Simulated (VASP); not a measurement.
**Tb5C: single point with PBE**

Tb5C:

```
Tb C
1.0
     7.62598    0.00000    0.00000
    -3.81299    6.60429    0.00000
     0.00000    0.00000    3.51199
Tb C
5 1
Cartesian
  -0.9102 1.5766 0.0000
  2.9028 5.0277 0.0000
  1.8204 0.0000 0.0000
  3.8130 2.2014 1.7560
  0.0000 4.4029 1.7560
  0.0000 0.0000 1.7560
```

The cell was built from a structure type or drawn by symmetry, and may not be a known phase.

| Item | Value |
| --- | --- |
| Program | VASP 6.6.1 |
| Task | single point |
| Functional | PBE |
| Potentials or basis | VASP PAW PBE potentials, release 64 (Tb_3, C), 4f in core |
| Cutoff | 600 eV |
| k mesh | 6 × 6 × 10 |
| Occupations | gaussian, width 0.1 eV |
| Spin | no spin polarisation |

```yaml
Pressure: 0.3 GPa
Largest_force: 0.016 eV/Å
Band_gap_on_the_k_mesh: zero (an odd number of electrons rules out a gap without spin polarisation)
```

Forces in eV/Å, atoms in the order of the input:
```
Tb  -0.008  0.014  0.000
Tb  -0.008 -0.014  0.000
Tb   0.016  0.000  0.000
Tb   0.000  0.000  0.000
Tb   0.000  0.000  0.000
C    0.000  0.000  0.000
```

Stress tensor (GPa, compression positive):
```
0.22 0.00 0.00
0.00 0.22 0.00
0.00 0.00 0.36
```

Levels at points of the mesh, in eV from the Fermi level:
| k point | band 21 | band 22 | band 23 | band 24 | band 25 | band 26 | band 27 | band 28 |
| --- | --- | --- | --- | --- | --- | --- | --- | --- |
| (0.00, 0.00, 0.00) | -1.84 | -1.04 | -0.87 | -0.87 | 0.43 | 0.43 | 0.96 | 1.01 |
| (0.50, 0.00, 0.00) | -1.93 | -1.57 | -0.82 | -0.55 | 0.27 | 0.29 | 0.52 | 0.67 |
| (0.00, 0.00, 0.50) | -0.90 | -0.90 | -0.52 | -0.14 | -0.14 | -0.02 | -0.02 | 0.37 |
| (0.50, 0.00, 0.50) | -1.22 | -0.74 | -0.73 | -0.11 | -0.09 | 0.36 | 0.39 | 0.44 |

It took 2.9 min on 1 thread of Intel(R) Xeon(R) 6975P-C (Granite Rapids), with other jobs on the host, peak memory 0.48 GiB.

Caveat: spin-orbit coupling is left out, which moves the levels of the heavy elements; the 4f electrons are frozen in the core, so they carry no moment and show no levels. Spin polarisation is off, so any magnetic state and its effect on volume and gap are missing.
